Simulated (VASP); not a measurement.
Write the native input for VASP 6.6.1 that does the following.

* Task: density of states
* Functional: LDA
* Potentials or basis: VASP PAW LDA potentials, release 64 (Y_sv, Ga_d)
* Cutoff: 520 eV
* k mesh: 5 × 5 × 5
* Occupations: fermi-dirac, width 0.05 eV
* Spin: no spin polarisation
* Dipole correction: no
* k mesh for the DOS: 8 × 8 × 8
* Occupations for the DOS: tetrahedron
* Further INCAR settings: ALGO = Normal; EDIFF = 1e-06

The system is Y3Ga.

```
Y Ga
1.0
     4.75708    0.00000    0.00000
     0.00000    4.75708    0.00000
     0.00000    0.00000    4.75708
Y Ga
3 1
Cartesian
  2.3785 0.0000 2.3785
  2.3785 2.3785 0.0000
  0.0000 2.3785 2.3785
  0.0000 0.0000 0.0000
```

These files were run (other wordings do the same):

POSCAR

```
Y3Ga
1.0
    4.7570770000      0.0000000000      0.0000000000
    0.0000000000      4.7570770000      0.0000000000
    0.0000000000      0.0000000000      4.7570770000
Y Ga
3 1
Direct
    0.5000000000      0.0000000000      0.5000000000
    0.5000000000      0.5000000000      0.0000000000
    0.0000000000      0.5000000000      0.5000000000
    0.0000000000      0.0000000000      0.0000000000
```

INCAR.step1

```
ALGO = Normal ; EDIFF = 1E-6
ENCUT = 520 ; GGA = CA
ISIF = 2 ; ISMEAR = -1
LASPH = T ; LCHARG = T
LMAXMIX = 4 ; LREAL = F
LWAVE = F ; NBANDS = 31
NELM = 100 ; PREC = Accurate
SIGMA = 0.05
```

KPOINTS.step1

```
k-points
0
Gamma
  5 5 5
```

INCAR.step2

```
ALGO = Normal ; EDIFF = 1E-6
ENCUT = 520 ; GGA = CA
ICHARG = 11 ; ISIF = 2
ISMEAR = -5 ; LASPH = T
LCHARG = F ; LMAXMIX = 4
LORBIT = 11 ; LREAL = F
LWAVE = F ; NEDOS = 2001
NELM = 100 ; PREC = Accurate
SIGMA = 0.05
```

KPOINTS.step2

```
k-points
0
Gamma
  8 8 8
```

Potentials or basis: VASP PAW LDA potentials, release 64 (Y_sv, Ga_d).

The run is started by

```console
$ cat potpaw_LDA.64/Y_sv/POTCAR potpaw_LDA.64/Ga_d/POTCAR > POTCAR
$ cp INCAR.step1 INCAR
$ cp KPOINTS.step1 KPOINTS
$ mpirun -np 1 vasp_std > vasp.out
$ cp INCAR.step2 INCAR
$ cp KPOINTS.step2 KPOINTS
$ mpirun -np 1 vasp_std > vasp.out
```

It gave:

```json
{"Valence electrons inside the program's atomic spheres": "Y 9.58; Ga 11.56"}
```

Wall time 92 s on 1 thread of AMD EPYC 7R13 Processor (Zen 3), on a shared host, peak memory 0.21 GiB.
